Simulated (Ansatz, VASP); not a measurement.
## Zr: VASP beside Ansatz

INCAR

```
SYSTEM = Zr
ALGO = Normal ; EDIFF = 1E-6
ENCUT = 520 ; GGA = PE
ISIF = 2 ; ISMEAR = -1
LASPH = .True. ; LCHARG = .False.
LREAL = .False. ; LWAVE = .False.
NBANDS = 19 ; NELM = 100
PREC = Accurate ; SIGMA = 0.05
```

File KPOINTS:

```
k-points
0
Gamma
  9 9 9
  0 0 0
```

POSCAR

```
Zr
1.0
    0.0000000000      3.0812078526      3.0812078526
    3.0812078526      0.0000000000      3.0812078526
    3.0812078526      3.0812078526      0.0000000000
Zr
2
Direct
   -0.1250000000     -0.1250000000     -0.1250000000
    0.1250000000      0.1250000000      0.1250000000
```

Input for Ansatz:

```yaml
crystal:
  lattice:
    - [0.0, 3.0812078526, 3.0812078526]
    - [3.0812078526, 0.0, 3.0812078526]
    - [3.0812078526, 3.0812078526, 0.0]
  atoms:
    - { symbol: Zr, position: [-0.125, -0.125, -0.125] }
    - { symbol: Zr, position: [0.125, 0.125, 0.125] }
kpoints:
  mp_grid: { grid: [9, 9, 9] }
scf:
  occupations: { method: fermi_dirac, width: 0.05 }
hamiltonian:
  xc: pbe
  pseudopotentials: { kind: all_electron, lapw: { basis_error: 0.001 } }
output:
  forces: true
  stress: true
  eigenvalues: true
  populations: true
```

Alike in both runs: task single point; functional PBE; k mesh 9 × 9 × 9; occupations fermi-dirac, width 0.05 eV; no spin polarisation.

```csv
,VASP,Ansatz
version,VASP 6.6.1,Ansatz 0.2.0
potentials or method,"VASP PAW PBE potentials, release 64 (Zr_sv), cutoff 520 eV","all-electron LAPW, scalar-relativistic"
```

Ansatz gave:

| Item | Value |
| --- | --- |
| pressure (GPa) | 2.2 |

Question: Which values does VASP return?

Answer: Pressure (GPa): 2.4.

Ansatz ran all-electron here, and VASP with PAW potentials.
